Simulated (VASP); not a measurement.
Write the native input for VASP 6.6.1 that does the following.

```yaml
Task: relaxation of cell and atoms
Functional: PBEsol
Potentials_or_basis: VASP PAW PBE potentials, release 64 (Ni, O)
Cutoff: 600 eV
k_mesh: 11 × 11 × 11
Occupations: fermi-dirac, width 0.05 eV
Spin: collinear spin, ferromagnetic start
Starting_moments: "[1.0, 0.0] μB"
Target_pressure: 20 GPa
Dipole_correction: no
Further_INCAR_settings: ALGO = Normal; EDIFF = 1e-07; IBRION = 2; EDIFFG = -0.02; NSW = 80; ISIF = 3
```

The structure of NiO lies in POSCAR:

```
NiO
1.0
    0.0000000000      2.0859016414      2.0859016414
    2.0859016414      0.0000000000      2.0859016414
    2.0859016414      2.0859016414      0.0000000000
Ni O
1 1
Direct
    0.0000000000      0.0000000000      0.0000000000
    0.5000000000      0.5000000000      0.5000000000
```

These files were run (other wordings do the same):

INCAR

```
PREC = Accurate ; ENCUT = 600
EDIFF = 1E-7 ; ISMEAR = -1
SIGMA = 0.05 ; LREAL = F
LASPH = T ; NELM = 150
ALGO = Normal ; ISIF = 3
LWAVE = F ; LCHARG = F
ISPIN = 2 ; MAGMOM = 1 0
LORBIT = 11 ; LMAXMIX = 4
GGA = PS ; IBRION = 2
NSW = 80 ; EDIFFG = -0.02
PSTRESS = 200.0
```

KPOINTS

```
regular mesh
0
Gamma
  11 11 11
```

Potentials or basis: VASP PAW PBE potentials, release 64 (Ni, O).

The run is started by

```console
$ cat potpaw_PBE.64/Ni/POTCAR potpaw_PBE.64/O/POTCAR > POTCAR
$ mpirun -np 1 vasp_std > vasp.out
```

It gave:

The relaxed volume is 7.99 Å³/atom. The relaxed cell is a = 2.827 Å, b = 2.827 Å, c = 2.827 Å, α = 60.00°, β = 60.00°, γ = 60.00°. The space group after relaxing (to 0.1 Å) is Fm-3m (No. 225). The energy change on relaxing (the run minimises the enthalpy) is +25.8 meV/atom. The ionic steps are 4. The pressure after relaxing is 19.9 GPa and the net moment is 0.37 μB per cell. The site moments are Ni +0.32; O +0.05 μB and the valence electrons inside the program's atomic spheres are Ni 9.34; O 4.98.

Caveat: the cell is relaxed towards a set pressure, so the run minimises the enthalpy, not the energy; the PAW data sets were made with another functional, which shifts forces and pressure a little.

Wall time 2.7 min on 1 thread of Intel Xeon 8259CL, on a shared host, peak memory 0.18 GiB.
